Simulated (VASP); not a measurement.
# Se (Im-3m) in VASP: single point with PBE

Aim: the single point of Se with PBE.

All numbers are computed with VASP 6.6.1; they aren't measurements. Logs are shortened: lines on timing, memory, paths and dates and some standing lists are left out, and cuts for length are marked.

## Step 1: The cell of the first run

It takes space group Im-3m (No. 229, cubic). The conventional cell has a = 3.026 Å, b = 3.026 Å, c = 3.026 Å, α = 90.00°, β = 90.00°, γ = 90.00°. Se (site symmetry m-3m) has 14 Se at 2.62 to 3.03 Å within 3.5 Å.

This isn't the form of Se at room conditions, which is trigonal, of chains.

## Step 2: Single point, PBE (13.86 Å³/atom)

The input, POSCAR:

```
Se
1.0
   -1.5130657373      1.5130657373      1.5130657373
    1.5130657373     -1.5130657373      1.5130657373
    1.5130657373      1.5130657373     -1.5130657373
Se
1
Direct
    0.0000000000      0.0000000000      0.0000000000
```

The input, INCAR.step1:

```
SYSTEM = Se
ALGO = Normal
EDIFF = 1E-6
ENCUT = 520
GGA = PE
ISIF = 2
ISMEAR = -1
LASPH = .TRUE.
LCHARG = .TRUE.
LREAL = .FALSE.
LWAVE = .FALSE.
NBANDS = 9
NELM = 100
PREC = Accurate
SIGMA = 0.08
```

The input, KPOINTS.step1:

```
k-points
0
G
  17 17 17
  0 0 0
```

The input, INCAR.step2:

```
SYSTEM = Se
ALGO = Normal
EDIFF = 1E-6
ENCUT = 520
GGA = PE
ICHARG = 11
ISIF = 2
ISMEAR = -5
LASPH = .TRUE.
LCHARG = .FALSE.
LORBIT = 11
LREAL = .FALSE.
LWAVE = .FALSE.
NBANDS = 9
NEDOS = 2001
NELM = 100
PREC = Accurate
SIGMA = 0.08
```

The input, KPOINTS.step2:

```
k-points
0
G
  26 26 26
  0 0 0
```

Potentials or basis: VASP PAW PBE potentials, release 64 (Se).

Launch:

```sh
cat potpaw_PBE.64/Se/POTCAR > POTCAR
cp INCAR.step1 INCAR
cp KPOINTS.step1 KPOINTS
mpirun -np 1 vasp_std > vasp.out
cp INCAR.step2 INCAR
cp KPOINTS.step2 KPOINTS
mpirun -np 1 vasp_std > vasp.out
```

OUTCAR:

```text
SYSTEM = Se
   EDIFF = 1E-6
   ENCUT = 520
   GGA = PE
   ICHARG = 11
   ISIF = 2
   ISMEAR = -5
   LASPH = .TRUE.
   LORBIT = 11
   LREAL = .FALSE.
   NELM = 100
   PREC = Accurate

 ion  position               nearest neighbor table
   1  0.000  0.000  0.000-

  LATTYP: Found a body centered cubic cell.
 ALAT       =     3.0261314746

  Lattice vectors:

 A1 = (  -1.5130657373,   1.5130657373,   1.5130657373)
 A2 = (   1.5130657373,  -1.5130657373,   1.5130657373)
 A3 = (   1.5130657373,   1.5130657373,  -1.5130657373)

Analysis of symmetry for initial positions (statically):
=====================================================================
 Subroutine PRICEL returns:
 Original cell was already a primitive cell.

 Routine SETGRP: Setting up the symmetry group for a
 body centered cubic supercell.

 Subroutine GETGRP returns: Found 48 space group operations
 (whereof 48 operations were pure point group operations)
 out of a pool of 48 trial point group operations.

The static configuration has the point symmetry O_h .

Analysis of symmetry for dynamics (positions and initial velocities):
=====================================================================
 Subroutine PRICEL returns:
 Original cell was already a primitive cell.

 Routine SETGRP: Setting up the symmetry group for a
 body centered cubic supercell.

 Subroutine GETGRP returns: Found 48 space group operations
 (whereof 48 operations were pure point group operations)
 out of a pool of 48 trial point group operations.

The dynamic configuration has the point symmetry O_h .

 Subroutine INISYM returns: Found 48 space group operations
 (whereof 48 operations are pure point group operations),
 and found     1 'primitive' translations

----------------------------------------------------------------------------------------

                                     Primitive cell

  volume of cell :      13.8559

  direct lattice vectors                    reciprocal lattice vectors
    -1.513065737  1.513065737  1.513065737     0.000000000  0.330454909  0.330454909
     1.513065737 -1.513065737  1.513065737     0.330454909  0.000000000  0.330454909
     1.513065737  1.513065737 -1.513065737     0.330454909  0.330454909  0.000000000

  length of vectors
     2.620706732  2.620706732  2.620706732     0.467333814  0.467333814  0.467333814

  position of ions in fractional coordinates (direct lattice)
     0.000000000  0.000000000  0.000000000

  ion indices of the primitive-cell ions
   primitive index   ion index
                 1           1

----------------------------------------------------------------------------------------

 KPOINTS: k-points

Automatic generation of k-mesh.
 Grid dimensions read from file:
 generate k-points for:   26   26   26

 Generating k-lattice:

  Cartesian coordinates                     Fractional coordinates (reciprocal lattice)
     0.000000000  0.012709804  0.012709804     0.038461538  0.000000000  0.000000000
     0.012709804  0.000000000  0.012709804     0.000000000  0.038461538  0.000000000
     0.012709804  0.012709804  0.000000000     0.000000000  0.000000000  0.038461538

  Length of vectors
     0.017974377  0.017974377  0.017974377

  Shift w.r.t. Gamma in fractional coordinates (k-lattice)
     0.000000000  0.000000000  0.000000000

 TETIRR: Found  21036 inequivalent tetrahedra from   105456

 Subroutine IBZKPT returns following result:
 ===========================================

 Found    511 irreducible k-points:

 Following reciprocal coordinates:
            Coordinates               Weight
  0.000000  0.000000  0.000000      1.000000
  0.038462  0.000000  0.000000     12.000000
  0.076923  0.000000  0.000000     12.000000
  0.115385  0.000000  0.000000     12.000000
  0.153846  0.000000  0.000000     12.000000
  0.192308  0.000000  0.000000     12.000000
[... 16 lines left out ...]
  0.346154  0.038462  0.000000     48.000000
  0.384615  0.038462  0.000000     48.000000
 [... further k-points ...]
   k-points           NKPTS =    511   k-points in BZ     NKDIM =    511   number of bands    NBANDS=      9
   number of dos      NEDOS =   2001   number of ions     NIONS =      1
   total plane-waves  NPLWV =   8000
   dimension x,y,z NGX =    20 NGY =   20 NGZ =   20
   dimension x,y,z NGXF=    40 NGYF=   40 NGZF=   40
   ions per type =               1
   NGX,Y,Z   is equivalent  to a cutoff of  12.69, 12.69, 12.69 a.u.
   NGXF,Y,Z  is equivalent  to a cutoff of  25.37, 25.37, 25.37 a.u.
 SYSTEM =  Se
   PREC   = accura    normal or accurate (medium, high low for compatibility)
   ISTART =      0    job   : 0-new  1-cont  2-samecut
   ICHARG =     11    charge: 1-file 2-atom 10-const
   ISPIN  =      1    spin polarized calculation?
   LNONCOLLINEAR =      F non collinear calculations
   LSORBIT =      F    spin-orbit coupling
   LASPH  =      T    aspherical Exc in radial PAW
   ENCUT  =  520.0 eV  38.22 Ry    6.18 a.u.   4.87  4.87  4.87*2*pi/ulx,y,z
   NELM   =    100;   NELMIN=  2; NELMDL=  0     # of ELM steps
   EDIFF  = 0.1E-05   stopping-criterion for ELM
   LREAL  =      F    real-space projection
   EDIFFG = 0.1E-04   stopping-criterion for IOM
   NSW    =      0    number of steps for IOM
   IBRION =     -1    ionic relax: 0-MD 1-quasi-New 2-CG
   NFREE  =      0    steps in history (QN), initial steepest desc. (CG)
   ISIF   =      2    stress and relaxation
   ISYM   =      2    0-nonsym 1-usesym 2-fastsym
   POTIM  = 0.5000    time-step for ionic-motion
   TEBEG  =    0.0;   TEEND  =   0.0 temperature during run
   PSTRESS=    0.0 pullay stress
   NELECT =       6.0000    total number of electrons
   NUPDOWN=      -1.0000    fix difference up-down
   EMIN   =  10.00;   EMAX   =-10.00  energy-range for DOS
   EFERMI =   0.00;   METHOD = LEGACY
   ISMEAR =    -5;   SIGMA  =   0.08  broadening in eV -4-tet -1-fermi 0-gaus
   EFERMI_NEDOS =   21; number of points for ismear=-14 and -15
   IALGO  =     38    algorithm
   IMIX   =      4    mixing-type and parameters
     AMIX     =   0.40;   BMIX     =  1.00
     AMIX_MAG =   1.60;   BMIX_MAG =  1.00
  volume/ion in A,a.u.               =      13.86        93.50
  Fermi-wavevector in a.u.,A,eV,Ry     =   1.238552  2.340523 20.871476  1.534010
  Thomas-Fermi vector in A             =   2.373072
   LORBIT       =     11    0 simple, 1 ext, 2 COOP (PROOUT), +10 PAW based schemes
   GGA     = PE    functional components
   LHFCALC =     F    Hartree Fock is set to
   AEXX    =    0.0000 exact exchange contribution
   IVDW    =     0    specifies the selected vdW correction
   LEPSILON=     F    determine dielectric tensor
   LRPA    =     F    only Hartree local field effects (RPA)
 non-spin polarized calculation
 Fermi weights with tetrahedron method with Bloechl corrections
  energy-cutoff  :      520.00
  volume of cell :       13.86
 maximum number of plane-waves:       386

 number of electron       5.9999998 magnetization

 Free energy of the ion-electron system (eV)
  ---------------------------------------------------
  ext. energy  EPLUGINS =         0.00000000
  ---------------------------------------------------
  free energy    TOTEN  =        -1.96762446 eV

  energy without entropy =       -1.96762446  energy(sigma->0) =       -1.96762446

 E-fermi :  11.1534     XC(G=0): -12.4333

 val. band max:       11.2185630611   @ k =  -0.3846   0.3846   0.0769
 cond. band min:      11.0503235856   @ k =   0.1923   0.1154   0.1154
 fundamental gap:     -0.1682394755
 Fermi energy:        11.1534241986

 k-point     1 :       0.0000    0.0000    0.0000
  band No.  band energies     occupation
      1      -9.3733      2.00000
      2      16.5975      0.00000
      3      16.5975      0.00000
      4      16.5975      0.00000
      5      24.4682      0.00000
      6      24.4682      0.00000
      7      24.4682      0.00000
      8      28.0467      0.00000
      9      28.0467      0.00000

 k-point     2 :       0.0385    0.0000    0.0000
  band No.  band energies     occupation
      1      -9.3268      2.00000
      2      16.2639      0.00000
      3      16.4426      0.00000
      4      16.5660      0.00000
      5      24.2290      0.00000
      6      24.3901      0.00000
      7      24.7071      0.00000
      8      27.2342      0.00000
      9      27.6951      0.00000

 k-point     3 :       0.0769    0.0000    0.0000
  band No.  band energies     occupation
      1      -9.1875      2.00000
      2      15.3588      0.00000
      3      16.0284      0.00000
      4      16.4727      0.00000
      5      23.6544      0.00000
      6      23.9815      0.00000
      7      25.3730      0.00000
      8      26.6698      0.00000
      9      27.2146      0.00000

 k-point     4 :       0.1154    0.0000    0.0000
  band No.  band energies     occupation
      1      -8.9556      2.00000
      2      14.0751      0.00000
      3      15.4589      0.00000
      4      16.3221      0.00000
      5      22.9535      0.00000
      6      23.2184      0.00000
      7      26.3624      0.00000
      8      26.6734      0.00000
      9      26.8704      0.00000

 k-point     5 :       0.1538    0.0000    0.0000
  band No.  band energies     occupation
      1      -8.6319      2.00000
      2      12.5793     -0.06443
      3      14.8250      0.00000
      4      16.1227      0.00000
      5      22.2398      0.00000
      6      22.3691      0.00000
      7      26.6990      0.00000
      8      26.9478      0.00000
      9      27.5841      0.00000

 k-point     6 :       0.1923    0.0000    0.0000
  band No.  band energies     occupation
      1      -8.2173      2.00000
      2      10.9832      1.32208
      3      14.1871      0.00000
      4      15.8872      0.00000
      5      21.5636      0.00000
      6      21.5712      0.00000
      7      26.7043      0.00000
      8      27.3462      0.00000
      9      28.9774      0.00000
[... 169 lines left out ...]
 k-point    21 :       0.2692    0.0385    0.0000
  band No.  band energies     occupation
      1      -6.7640      2.00000
      2       6.9709      2.00000
      3      12.5847     -0.00024
      4      14.9961      0.00000
      5      20.1169      0.00000
      6      20.5241      0.00000
      7      26.9615      0.00000
      8      29.2907      0.00000
      9      32.6660      0.00000

 k-point    22 :       0.3077    0.0385    0.0000
  band No.  band energies     occupation
      1      -6.0555      2.00000
      2       5.4469      2.00000
      3      12.1319     -0.02231
      4      14.7451      0.00000
      5      19.6663      0.00000
      6      20.1269      0.00000
      7      27.5008      0.00000
      8      29.9621      0.00000
      9      34.3606      0.00000

 k-point    23 :       0.3462    0.0385    0.0000
  band No.  band energies     occupation
      1      -5.2824      2.00000
      2       4.0076      2.00000
      3      11.7640     -0.07369
      4      14.5298      0.00000
      5      19.3058      0.00000
      6      19.8065      0.00000
      7      28.1587      0.00000
      8      30.7102      0.00000
      9      35.3825      0.00000

 k-point    24 :       0.3846    0.0385    0.0000
  band No.  band energies     occupation
      1      -4.4729      2.00000
      2       2.6914      2.00000
      3      11.4851      0.07902
      4      14.3600      0.00000
      5      19.0356      0.00000
      6      19.5646      0.00000
      7      28.9179      0.00000
      8      31.5238      0.00000
      9      34.4766      0.00000

 [... further k-points ...]

------------------------ aborting loop because EDIFF is reached ----------------------------------------

  FORCE on cell =-STRESS in cart. coord.  units (eV):
  Direction    XX          YY          ZZ          XY          YZ          ZX
  --------------------------------------------------------------------------------------
  -------------------------------------------------------------------------------------
  Total        5.7662500      5.7662500      5.7662500      0.0000000     -0.0000000      0.0000000
  in kB      666.7617395    666.7617395    666.7617395      0.0000000     -0.0000000      0.0000000
  external PRESSURE =     666.7617395 kB  Pullay stress =       0.0000000 kB

 VOLUME and BASIS-vectors are now :
 -----------------------------------------------------------------------------
  energy-cutoff  :      520.00
  volume of cell :       13.86
      direct lattice vectors                 reciprocal lattice vectors
    -1.513065737  1.513065737  1.513065737     0.000000000  0.330454909  0.330454909
     1.513065737 -1.513065737  1.513065737     0.330454909  0.000000000  0.330454909
     1.513065737  1.513065737 -1.513065737     0.330454909  0.330454909  0.000000000

 POSITION                                       TOTAL-FORCE (eV/Angst)
 -----------------------------------------------------------------------------------
      0.00000      0.00000      0.00000        -0.000000      0.000000      0.000000
 -----------------------------------------------------------------------------------
    total drift:                                0.000000      0.000000     -0.000000

  FREE ENERGIE OF THE ION-ELECTRON SYSTEM (eV)
  ---------------------------------------------------
  free  energy   TOTEN  =        -1.9676244572 eV

  energy  without entropy=       -1.9676244572  energy(sigma->0) =       -1.96762446

 total charge

# of ion       s       p       d       tot
------------------------------------------
    1        1.553   2.192   0.157   3.902
```

Wall time 50 s (1 thread of Intel Xeon Platinum 8259CL at 2.50GHz (Skylake/Cascade Lake), shared host); peak memory 0.2 GiB.

Results:

```yaml
Valence_electrons_inside_the_program's_atomic_spheres: Se 3.90
```

Levels at points of the mesh, in eV from the Fermi level:
```
           k point  band 1  band 2  band 3  band 4  band 5  band 6  band 7
(0.00, 0.00, 0.00)  -20.53    5.44    5.44    5.44   13.31   13.31   13.31
(0.50, 0.00, 0.00)  -14.24  -10.44    0.26    3.32    7.43    7.71   19.95
(0.50, 0.50, 0.50)   -9.10   -5.07   -5.07   -5.07    1.89    1.89   27.12
```

Caveat: tetrahedron occupations give inexact forces and stress in metals.
